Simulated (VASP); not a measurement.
## Al2Zn: single point with LDA

The system is Al2Zn.

```
CELL_PARAMETERS angstrom
2.80131 0.00000 0.00000
-1.40066 2.42601 0.00000
0.00000 0.00000 6.82194
ATOMIC_POSITIONS crystal
Al 0.33333 0.66667 0.33151
Al 0.66667 0.33333 0.66849
Zn 0.00000 0.00000 0.00000
```

```
Program             : VASP 6.6.1
Task                : single point
Functional          : LDA
Potentials or basis : VASP PAW LDA potentials, release 64 (Al, Zn)
Cutoff              : 500 eV
k mesh              : 9 × 9 × 4
Occupations         : gaussian, width 0.1 eV
Spin                : no spin polarisation
```

```yaml
Pressure: -1.8 GPa
Largest_force: 0.327 eV/Å
Band_gap_on_the_k_mesh: zero (bands 9 and 10 overlap by 3.40 eV)
```

Forces on the atoms (eV/Å):
```
Al   0.000  0.000 -0.327
Al   0.000  0.000  0.327
Zn   0.000  0.000  0.000
```

Stress tensor (GPa, compression positive):
```
-3.09  0.00  0.00
 0.00 -3.09  0.00
 0.00  0.00  0.75
```

Levels at points of the mesh, in eV from the Fermi level:
```csv
k point,band 5,band 6,band 7,band 8,band 9,band 10,band 11,band 12,band 13,band 14
"(0.00, 0.00, 0.00)",-7.72,-7.41,-7.41,-7.34,1.22,1.88,11.61,11.61,11.73,11.73
"(0.00, 0.00, 0.50)",-7.72,-7.41,-7.41,-4.22,-3.47,7.65,8.70,11.77,11.77,12.02
```

It took 14 s on 1 thread of Intel(R) Xeon(R) Platinum 8488C (Sapphire Rapids), with other jobs on the host, peak memory 0.15 GiB.
